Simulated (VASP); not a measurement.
A run of VASP 6.6.1 is set up as follows.

The input INCAR:

```
SYSTEM = Fe
PREC = Accurate ; ENCUT = 520
EDIFF = 1E-6 ; ISMEAR = -1
SIGMA = 0.1 ; LREAL = .False.
LASPH = .True. ; NELM = 60
ALGO = Normal ; ISIF = 2
LWAVE = .False. ; LCHARG = .False.
NBANDS = 10
```

File KPOINTS:

```
Automatic mesh
0
Gamma
  8 8 8
  0 0 0
```

Contents of POSCAR:

```
Fe
1.0
   -1.3498227879      1.3498227879      1.3498227879
    1.3498227879     -1.3498227879      1.3498227879
    1.3498227879      1.3498227879     -1.3498227879
Fe
1
Direct
    0.0000000000      0.0000000000      0.0000000000
```

Potentials or basis: VASP PAW LDA potentials, release 64 (Fe).

Command:

```bash
$ cat potpaw_LDA.64/Fe/POTCAR > POTCAR
$ mpirun -np 1 vasp_std > vasp.out
```

Task: Estimate the band gap on the k mesh.

Result: Zero (band 4 reaches 8.52 eV, above the bottom of band 5 at 6.50 eV).

Task: Estimate the pressure.

Result: -0.5 GPa.

Caveat: the k points lie up to 0.41 Å⁻¹ apart; the run has no spin polarisation, though such a crystal can be magnetic. Spin polarisation is off, so any magnetic state and its effect on volume and gap are missing.
